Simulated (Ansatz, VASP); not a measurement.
## LiBr3: VASP beside Ansatz

```
Li Br
1.0
     4.75231    0.00000    0.00000
     0.00000    4.75231    0.00000
     0.00000    0.00000    4.75231
Li Br
1 3
Direct
  0.00000 0.00000 0.00000
  0.00000 0.50000 0.50000
  0.50000 0.00000 0.50000
  0.50000 0.50000 0.00000
```

Change from the starting cell: species swapped into the CoPd3 type (Pm-3m, No. 221).

Alike in both runs: task relaxation of cell and atoms; functional PBE; k mesh 10 × 10 × 10; occupations gaussian, width 0.1 eV; no spin polarisation.

|  | VASP | Ansatz |
| --- | --- | --- |
| version | VASP 6.6.1 | Ansatz 0.2.0 |
| potentials or method | VASP PAW PBE potentials, release 64 (Li_sv, Br), cutoff 600 eV | scalar-relativistic, plane waves, PAW |
| valence electrons in the cell | 24 | 24 |

|  | VASP | Ansatz | Ansatz less VASP |
| --- | --- | --- | --- |
| gap on the k mesh at the Fermi level, each at its own relaxed structure (eV) | none | none | - |
| relaxed volume (Å³/atom) | 26.83 | 26.83 | 0.000 |
| relaxed cell length with the largest relative difference (Å) | 4.752 | 4.752 | 0.0000 |

A gap of «none» marks a metal or a gap that the smearing closes.

Noted on VASP's run: the cutoff is short for stress, so the pressure is rough; the relaxation stopped at its first step, so nothing moved.
